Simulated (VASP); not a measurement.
Write the native input for VASP 6.6.1 that does the following.

* Task: single point
* Functional: LDA
* Potentials or basis: VASP PAW LDA potentials, release 64 (Hf_pv)
* Cutoff: 520 eV
* k mesh: 11 × 11 × 11
* Occupations: fermi-dirac, width 0.05 eV
* Spin: no spin polarisation
* Dipole correction: no
* Further INCAR settings: ALGO = Normal; EDIFF = 1e-06; NBANDS = 17

The structure of Hf lies in POSCAR:

```
Hf
1.0
    0.0000000000      2.7361401257      2.7361401257
    2.7361401257      0.0000000000      2.7361401257
    2.7361401257      2.7361401257      0.0000000000
Hf
2
Direct
   -0.1250000000     -0.1250000000     -0.1250000000
    0.1250000000      0.1250000000      0.1250000000
```

This cell differs from its parent crystal: volume scaled by 0.68.

One way to write it, as run:

INCAR

```
SYSTEM = Hf
ALGO = Normal
EDIFF = 1E-6
ENCUT = 520
ISIF = 2
ISMEAR = -1
LASPH = .TRUE.
LCHARG = .TRUE.
LELF = .TRUE.
LREAL = .FALSE.
LVHAR = .TRUE.
LWAVE = .FALSE.
NBANDS = 17
NELM = 60
PREC = Accurate
SIGMA = 0.05
```

KPOINTS

```
k-points
0
G
  11 11 11
  0 0 0
```

Potentials or basis: VASP PAW LDA potentials, release 64 (Hf_pv).

Command:

```bash
$ cat potpaw_LDA.64/Hf_pv/POTCAR > POTCAR
$ mpirun -np 1 vasp_std > vasp.out
```

It gave:

| Item | Value |
| --- | --- |
| Pressure | 32.1 GPa |
| Band gap on the k mesh | zero (band 10 reaches 5.08 eV, above the bottom of band 11 at 4.53 eV) |

Caveat: spin-orbit coupling is left out, which moves the levels of the heavy elements.

Wall time 21 s on 1 thread of AMD EPYC 9R45 96-Core Processor (Zen 5), with other jobs on the host, peak memory 0.14 GiB.
